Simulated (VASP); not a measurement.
# LaP3Pd (Pm-3m) in VASP: single point with PBE

Aim: the single point of LaP3Pd with PBE.

Program: VASP 6.6.1. These are calculated values, not measurements. Logs are shortened: lines on timing, memory, paths and dates and some standing lists are left out, and cuts for length are marked.

### Step 1. The cell of the first run

It takes space group Pm-3m (No. 221, cubic). The conventional cell has a = 4.349 Å, b = 4.349 Å, c = 4.349 Å, α = 90.00°, β = 90.00°, γ = 90.00°. Within 2.9 Å of Pd (site symmetry m-3m) lie 6 P at 2.17 Å. Within 2.9 Å of P (site symmetry 4/mmm) lie 2 Pd at 2.17 Å. La (site symmetry m-3m) has 12 P at 3.08 Å and 8 Pd at 3.77 Å within 4.0 Å.

### Step 2. Single point, PBE

POSCAR reads:

```
LaP3Pd
1.0
    4.3487070000      0.0000000000      0.0000000000
    0.0000000000      4.3487070000      0.0000000000
    0.0000000000      0.0000000000      4.3487070000
Pd P La
1 3 1
Direct
    0.0000000000      0.0000000000      0.0000000000
    0.5000000000      0.0000000000      0.0000000000
    0.0000000000      0.5000000000      0.0000000000
    0.0000000000      0.0000000000      0.5000000000
    0.5000000000      0.5000000000      0.5000000000
```

INCAR.step1 reads:

```
  PREC = Accurate
  ENCUT = 520
  EDIFF = 1E-6
  ISMEAR = -1
  SIGMA = 0.1
  LREAL = False
  LASPH = True
  NELM = 60
  ALGO = Normal
  ISIF = 2
  LWAVE = False
  LCHARG = True
  LMAXMIX = 6
  GGA = PE
  NBANDS = 26
```

KPOINTS.step1 reads:

```
Automatic mesh
0
Gamma
  8 8 8
```

INCAR.step2 reads:

```
  PREC = Accurate
  ENCUT = 520
  EDIFF = 1E-6
  ISMEAR = -5
  SIGMA = 0.1
  LREAL = False
  LASPH = True
  NELM = 60
  ALGO = Normal
  ISIF = 2
  LWAVE = False
  LCHARG = False
  LMAXMIX = 6
  GGA = PE
  LORBIT = 11
  NBANDS = 26
  NEDOS = 2001
  ICHARG = 11
```

KPOINTS.step2 reads:

```
Automatic mesh
0
Gamma
  12 12 12
```

Potentials or basis: VASP PAW PBE potentials, release 64 (Pd, P, La).

Run with:

```console
cat potpaw_PBE.64/Pd/POTCAR potpaw_PBE.64/P/POTCAR potpaw_PBE.64/La/POTCAR > POTCAR
cp INCAR.step1 INCAR
cp KPOINTS.step1 KPOINTS
mpirun -np 1 vasp_std > vasp.out
cp INCAR.step2 INCAR
cp KPOINTS.step2 KPOINTS
mpirun -np 1 vasp_std > vasp.out
```

OUTCAR:

```text
PREC = Accurate
   ENCUT = 520
   EDIFF = 1E-6
   ISMEAR = -5
   LREAL = False
   LASPH = True
   NELM = 60
   ISIF = 2
   GGA = PE
   LORBIT = 11
   ICHARG = 11

 ion  position               nearest neighbor table
   1  0.000  0.000  0.000-   2 2.17   3 2.17   4 2.17   4 2.17   3 2.17   2 2.17
   2  0.500  0.000  0.000-   1 2.17   1 2.17   5 3.08   5 3.08   5 3.08   5 3.08
   3  0.000  0.500  0.000-   1 2.17   1 2.17   5 3.08   5 3.08   5 3.08   5 3.08
   4  0.000  0.000  0.500-   1 2.17   1 2.17   5 3.08   5 3.08   5 3.08   5 3.08
   5  0.500  0.500  0.500-   2 3.08   3 3.08   4 3.08   2 3.08   3 3.08   2 3.08   4 3.08   2 3.08
                             3 3.08   4 3.08   3 3.08   4 3.08

  LATTYP: Found a simple cubic cell.
 ALAT       =     4.3487070000

  Lattice vectors:

 A1 = (   4.3487070000,   0.0000000000,   0.0000000000)
 A2 = (   0.0000000000,   4.3487070000,   0.0000000000)
 A3 = (   0.0000000000,   0.0000000000,   4.3487070000)

Analysis of symmetry for initial positions (statically):
=====================================================================
 Subroutine PRICEL returns:
 Original cell was already a primitive cell.

 Routine SETGRP: Setting up the symmetry group for a
 simple cubic supercell.

 Subroutine GETGRP returns: Found 48 space group operations
 (whereof 48 operations were pure point group operations)
 out of a pool of 48 trial point group operations.

The static configuration has the point symmetry O_h .

Analysis of symmetry for dynamics (positions and initial velocities):
=====================================================================
 Subroutine PRICEL returns:
 Original cell was already a primitive cell.

 Routine SETGRP: Setting up the symmetry group for a
 simple cubic supercell.

 Subroutine GETGRP returns: Found 48 space group operations
 (whereof 48 operations were pure point group operations)
 out of a pool of 48 trial point group operations.

The dynamic configuration has the point symmetry O_h .

 Subroutine INISYM returns: Found 48 space group operations
 (whereof 48 operations are pure point group operations),
 and found     1 'primitive' translations

----------------------------------------------------------------------------------------

                                     Primitive cell

  volume of cell :      82.2395

  direct lattice vectors                    reciprocal lattice vectors
     4.348707000  0.000000000  0.000000000     0.229953409  0.000000000  0.000000000
     0.000000000  4.348707000  0.000000000     0.000000000  0.229953409  0.000000000
     0.000000000  0.000000000  4.348707000     0.000000000  0.000000000  0.229953409

  length of vectors
     4.348707000  4.348707000  4.348707000     0.229953409  0.229953409  0.229953409

  position of ions in fractional coordinates (direct lattice)
     0.000000000  0.000000000  0.000000000
     0.500000000  0.000000000  0.000000000
     0.000000000  0.500000000  0.000000000
     0.000000000  0.000000000  0.500000000
     0.500000000  0.500000000  0.500000000

  ion indices of the primitive-cell ions
   primitive index   ion index
                 1           1
                 2           2
                 3           3
                 4           4
                 5           5

----------------------------------------------------------------------------------------

 KPOINTS: Automatic mesh

Automatic generation of k-mesh.
 Grid dimensions read from file:
 generate k-points for:   12   12   12

 Generating k-lattice:

  Cartesian coordinates                     Fractional coordinates (reciprocal lattice)
     0.019162784  0.000000000  0.000000000     0.083333333  0.000000000  0.000000000
     0.000000000  0.019162784  0.000000000     0.000000000  0.083333333  0.000000000
     0.000000000  0.000000000  0.019162784     0.000000000  0.000000000  0.083333333

  Length of vectors
     0.019162784  0.019162784  0.019162784

  Shift w.r.t. Gamma in fractional coordinates (k-lattice)
     0.000000000  0.000000000  0.000000000

 TETIRR: Found    854 inequivalent tetrahedra from    10368

 Subroutine IBZKPT returns following result:
 ===========================================

 Found     84 irreducible k-points:

 Following reciprocal coordinates:
            Coordinates               Weight
  0.000000  0.000000  0.000000      1.000000
  0.083333  0.000000  0.000000      6.000000
  0.166667  0.000000  0.000000      6.000000
  0.250000  0.000000  0.000000      6.000000
  0.333333  0.000000  0.000000      6.000000
  0.416667  0.000000  0.000000      6.000000
[... 16 lines left out ...]
  0.333333  0.333333  0.000000     12.000000
  0.416667  0.333333  0.000000     24.000000
 [... further k-points ...]
   k-points           NKPTS =     84   k-points in BZ     NKDIM =     84   number of bands    NBANDS=     26
   number of dos      NEDOS =   2001   number of ions     NIONS =      5
   total plane-waves  NPLWV =  32768
   dimension x,y,z NGX =    32 NGY =   32 NGZ =   32
   dimension x,y,z NGXF=    64 NGYF=   64 NGZF=   64
   ions per type =               1   3   1
   NGX,Y,Z   is equivalent  to a cutoff of  12.23, 12.23, 12.23 a.u.
   NGXF,Y,Z  is equivalent  to a cutoff of  24.47, 24.47, 24.47 a.u.
 SYSTEM =  unknown system
   PREC   = accura    normal or accurate (medium, high low for compatibility)
   ISTART =      0    job   : 0-new  1-cont  2-samecut
   ICHARG =     11    charge: 1-file 2-atom 10-const
   ISPIN  =      1    spin polarized calculation?
   LNONCOLLINEAR =      F non collinear calculations
   LSORBIT =      F    spin-orbit coupling
   LASPH  =      T    aspherical Exc in radial PAW
   ENCUT  =  520.0 eV  38.22 Ry    6.18 a.u.   8.09  8.09  8.09*2*pi/ulx,y,z
   NELM   =     60;   NELMIN=  2; NELMDL=  0     # of ELM steps
   EDIFF  = 0.1E-05   stopping-criterion for ELM
   LREAL  =      F    real-space projection
   EDIFFG = 0.1E-04   stopping-criterion for IOM
   NSW    =      0    number of steps for IOM
   IBRION =     -1    ionic relax: 0-MD 1-quasi-New 2-CG
   NFREE  =      0    steps in history (QN), initial steepest desc. (CG)
   ISIF   =      2    stress and relaxation
   ISYM   =      2    0-nonsym 1-usesym 2-fastsym
   POTIM  = 0.5000    time-step for ionic-motion
   TEBEG  =    0.0;   TEEND  =   0.0 temperature during run
   PSTRESS=    0.0 pullay stress
   NELECT =      36.0000    total number of electrons
   NUPDOWN=      -1.0000    fix difference up-down
   EMIN   =  10.00;   EMAX   =-10.00  energy-range for DOS
   EFERMI =   0.00;   METHOD = LEGACY
   ISMEAR =    -5;   SIGMA  =   0.10  broadening in eV -4-tet -1-fermi 0-gaus
   EFERMI_NEDOS =   21; number of points for ismear=-14 and -15
   IALGO  =     38    algorithm
   IMIX   =      4    mixing-type and parameters
     AMIX     =   0.40;   BMIX     =  1.00
     AMIX_MAG =   1.60;   BMIX_MAG =  1.00
  volume/ion in A,a.u.               =      16.45       111.00
  Fermi-wavevector in a.u.,A,eV,Ry     =   1.243032  2.348989 21.022738  1.545128
  Thomas-Fermi vector in A             =   2.377360
   LORBIT       =     11    0 simple, 1 ext, 2 COOP (PROOUT), +10 PAW based schemes
   GGA     = PE    functional components
   LHFCALC =     F    Hartree Fock is set to
   AEXX    =    0.0000 exact exchange contribution
   IVDW    =     0    specifies the selected vdW correction
   LEPSILON=     F    determine dielectric tensor
   LRPA    =     F    only Hartree local field effects (RPA)
 non-spin polarized calculation
 Fermi weights with tetrahedron method with Bloechl corrections
  energy-cutoff  :      520.00
  volume of cell :       82.24
 maximum number of plane-waves:      2272

 number of electron      36.0000002 magnetization

 Free energy of the ion-electron system (eV)
  ---------------------------------------------------
  ext. energy  EPLUGINS =         0.00000000
  ---------------------------------------------------
  free energy    TOTEN  =       -25.24793370 eV

  energy without entropy =      -25.24793370  energy(sigma->0) =      -25.24793370

 E-fermi :  10.6655     XC(G=0): -11.6225

 val. band max:       10.7941956419   @ k =   0.5000   0.0000   0.0000
 cond. band min:      10.5991217850   @ k =   0.5000   0.1667   0.0000
 fundamental gap:     -0.1950738569
 Fermi energy:        10.6655007948

 k-point     1 :       0.0000    0.0000    0.0000
  band No.  band energies     occupation
      1     -21.1203      2.00000
      2      -5.0069      2.00000
      3      -5.0069      2.00000
      4      -5.0069      2.00000
      5      -2.9824      2.00000
      6      -0.3337      2.00000
[... 18 lines left out ...]
     25      13.0641      0.00000
     26      13.0668      0.00000

 k-point     2 :       0.0833    0.0000    0.0000
  band No.  band energies     occupation
      1     -21.1191      2.00000
      2      -5.0757      2.00000
      3      -5.0035      2.00000
      4      -5.0035      2.00000
      5      -2.8797      2.00000
      6      -0.3236      2.00000
[... 18 lines left out ...]
     25      13.2207      0.00000
     26      13.2265      0.00000

 k-point     3 :       0.1667    0.0000    0.0000
  band No.  band energies     occupation
      1     -21.1158      2.00000
      2      -5.2418      2.00000
      3      -4.9942      2.00000
      4      -4.9942      2.00000
      5      -2.6079      2.00000
      6      -0.2955      2.00000
[... 18 lines left out ...]
     25      13.5226      0.00000
     26      13.5295      0.00000

 k-point     4 :       0.2500    0.0000    0.0000
  band No.  band energies     occupation
      1     -21.1114      2.00000
      2      -5.4341      2.00000
      3      -4.9813      2.00000
      4      -4.9813      2.00000
      5      -2.2295      2.00000
      6      -0.2562      2.00000
[... 18 lines left out ...]
     25      13.7273      0.00000
     26      13.7805      0.00000

 k-point     5 :       0.3333    0.0000    0.0000
  band No.  band energies     occupation
      1     -21.1069      2.00000
      2      -5.6007      2.00000
      3      -4.9684      2.00000
      4      -4.9684      2.00000
      5      -1.7975      2.00000
      6      -0.2159      2.00000
[... 18 lines left out ...]
     25      13.8087      0.00000
     26      13.8098      0.00000

 k-point     6 :       0.4167    0.0000    0.0000
  band No.  band energies     occupation
      1     -21.1037      2.00000
      2      -5.7111      2.00000
      3      -4.9588      2.00000
      4      -4.9588      2.00000
      5      -1.3810      2.00000
      6      -0.2563      2.00000
[... 427 lines left out ...]
 k-point    21 :       0.4167    0.2500    0.0000
  band No.  band energies     occupation
      1     -21.0956      2.00000
      2      -5.5736      2.00000
      3      -5.2246      2.00000
      4      -4.9300      2.00000
      5      -1.2836      2.00000
      6      -0.0978      2.00000
[... 18 lines left out ...]
     25      13.8791      0.00000
     26      14.0340      0.00000

 k-point    22 :       0.5000    0.2500    0.0000
  band No.  band energies     occupation
      1     -21.0945      2.00000
      2      -5.6042      2.00000
      3      -5.2145      2.00000
      4      -4.9263      2.00000
      5      -1.2116      2.00000
      6       0.0143      2.00000
[... 18 lines left out ...]
     25      13.8847      0.00000
     26      14.0810      0.00000

 k-point    23 :       0.3333    0.3333    0.0000
  band No.  band energies     occupation
      1     -21.0946      2.00000
      2      -5.4605      2.00000
      3      -5.3428      2.00000
      4      -4.9259      2.00000
      5      -1.3670      2.00000
      6      -0.0881      2.00000
[... 18 lines left out ...]
     25      13.9008      0.00000
     26      13.9654      0.00000

 k-point    24 :       0.4167    0.3333    0.0000
  band No.  band energies     occupation
      1     -21.0916      2.00000
      2      -5.5007      2.00000
      3      -5.3435      2.00000
      4      -4.9154      2.00000
      5      -1.3152      2.00000
      6       0.1043      2.00000
[... 18 lines left out ...]
     25      13.9229      0.00000
     26      14.0997      0.00000

 [... further k-points ...]

------------------------ aborting loop because EDIFF is reached ----------------------------------------

  FORCE on cell =-STRESS in cart. coord.  units (eV):
  Direction    XX          YY          ZZ          XY          YZ          ZX
  --------------------------------------------------------------------------------------
  -------------------------------------------------------------------------------------
  Total       19.5900835     19.5900835     19.5900835      0.0000000      0.0000000     -0.0000000
  in kB      381.6510192    381.6510192    381.6510192      0.0000000      0.0000000     -0.0000000
  external PRESSURE =     381.6510192 kB  Pullay stress =       0.0000000 kB

 VOLUME and BASIS-vectors are now :
 -----------------------------------------------------------------------------
  energy-cutoff  :      520.00
  volume of cell :       82.24
      direct lattice vectors                 reciprocal lattice vectors
     4.348707000  0.000000000  0.000000000     0.229953409  0.000000000  0.000000000
     0.000000000  4.348707000  0.000000000     0.000000000  0.229953409  0.000000000
     0.000000000  0.000000000  4.348707000     0.000000000  0.000000000  0.229953409

 POSITION                                       TOTAL-FORCE (eV/Angst)
 -----------------------------------------------------------------------------------
      0.00000      0.00000      0.00000         0.000000      0.000000      0.000000
      2.17435      0.00000      0.00000         0.000000      0.000000      0.000000
      0.00000      2.17435      0.00000         0.000000      0.000000      0.000000
      0.00000      0.00000      2.17435         0.000000      0.000000      0.000000
      2.17435      2.17435      2.17435         0.000000      0.000000      0.000000
 -----------------------------------------------------------------------------------
    total drift:                               -0.000000      0.000000     -0.000000

  FREE ENERGIE OF THE ION-ELECTRON SYSTEM (eV)
  ---------------------------------------------------
  free  energy   TOTEN  =       -25.2479336986 eV

  energy  without entropy=      -25.2479336986  energy(sigma->0) =      -25.24793370

 total charge

# of ion       s       p       d       f       tot
--------------------------------------------------
    1        0.727   1.078   8.981   0.000  10.785
    2        1.098   1.452   0.000   0.000   2.550
    3        1.098   1.452   0.000   0.000   2.550
    4        1.098   1.452   0.000   0.000   2.550
    5        2.013   5.626   0.770   0.246   8.655
--------------------------------------------------
tot          6.033  11.061   9.751   0.246  27.091
```

It took 2.7 min on 1 thread of Intel Xeon Platinum 8488C (Sapphire Rapids), shared host; peak memory 0.33 GiB.

What came out:

| Property | Result |
| --- | --- |
| Valence electrons inside the program's atomic spheres | Pd 10.79; P 2.55; La 8.65 |

Levels at points of the mesh, in eV from the Fermi level:
```tsv
k point	band 15	band 16	band 17	band 18	band 19	band 20	band 21	band 22
(0.00, 0.00, 0.00)	-2.83	-0.99	-0.99	-0.99	1.66	1.66	1.66	2.14
(0.50, 0.00, 0.00)	-2.23	-1.83	0.13	0.13	0.17	0.17	1.11	2.29
(0.50, 0.50, 0.00)	-1.35	-1.35	-0.94	-0.94	-0.49	1.39	2.89	2.89
(0.50, 0.50, 0.50)	-0.93	-0.93	1.60	1.60	1.60	3.14	3.14	3.14
```

Caveat: spin-orbit coupling is left out, which moves the levels of the heavy elements.
